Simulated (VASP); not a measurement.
Set up this calculation in VASP 6.6.1, as the native input.

```yaml
Task: single point
Functional: PBEsol
Potentials_or_basis: VASP PAW PBE potentials, release 64 (C)
Cutoff: 520 eV
k_mesh: 12 × 12 × 12
Occupations: gaussian, width 0.05 eV
Spin: no spin polarisation
Dipole_correction: no
Further_INCAR_settings: ALGO = Normal; EDIFF = 1e-06; NBANDS = 11
```

The structure of C lies in POSCAR:

```
C
1.0
    0.0000000000      1.7120640000      1.9260720000
    1.7120640000      0.0000000000      1.9260720000
    1.7120640000      1.7120640000      0.0000000000
C
2
Direct
    0.5000000000      0.5000000000      0.5000000000
    0.7500000000      0.7500000000      0.7500000000
```

This cell differs from its parent crystal: strain -0.040 along x and y, +0.080 along z.

These files were run (other wordings do the same):

INCAR

```
SYSTEM = C
  PREC = Accurate
  ENCUT = 520
  EDIFF = 1E-6
  ISMEAR = 0
  SIGMA = 0.05
  LREAL = .FALSE.
  LASPH = .TRUE.
  NELM = 100
  ALGO = Normal
  ISIF = 2
  LWAVE = .FALSE.
  LCHARG = .TRUE.
  GGA = PS
  LELF = .TRUE.
  LVHAR = .TRUE.
  NBANDS = 11
```

KPOINTS

```
Automatic mesh
0
G
  12 12 12
  0 0 0
```

Potentials or basis: VASP PAW PBE potentials, release 64 (C).

Run with:

```sh
$ cat potpaw_PBE.64/C/POTCAR > POTCAR
$ mpirun -np 1 vasp_std > vasp.out
```

It gave:

```
Pressure               : -1.3 GPa
Band gap on the k mesh : 2.57 eV (least direct gap 4.53 eV)
```

Caveat: the cell differs from its parent crystal (strain -0.040 along x and y, +0.080 along z); the PAW data sets were made with another functional, which shifts forces and pressure a little.

Run time: 14 s on 1 thread of Intel(R) Xeon(R) Platinum 8259CL CPU @ 2.50GHz (Skylake/Cascade Lake), on a shared host, peak memory 0.12 GiB.
